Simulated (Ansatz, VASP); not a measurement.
**Zr: VASP beside Ansatz**

```
CELL_PARAMETERS angstrom
3.25340 0.00000 0.00000
-1.62670 2.81753 0.00000
0.00000 0.00000 5.18109
ATOMIC_POSITIONS crystal
Zr 0.33333 0.66667 0.25000
Zr 0.66667 0.33333 0.75000
```

Change from the starting cell: volume scaled by 1.02.

Alike in both runs: task single point; functional PBEsol; k mesh 13 × 13 × 7; occupations fermi-dirac, width 0.08 eV; no spin polarisation.

```csv
,VASP,Ansatz
version,VASP 6.6.1,Ansatz 0.2.0
potentials or method,"VASP PAW PBE potentials, release 64 (Zr_sv), cutoff 520 eV","all-electron LAPW, scalar-relativistic"
```

|  | VASP | Ansatz | Ansatz less VASP |
| --- | --- | --- | --- |
| pressure (GPa) | -4.9 | -4.9 | -0.03 |
| traceless stress, the component that is largest in VASP (GPa) | 0.33 | 0.33 | -0.002 |

VASP's potentials were made for PBE, not for PBEsol. Ansatz ran all-electron here, and VASP with PAW potentials.
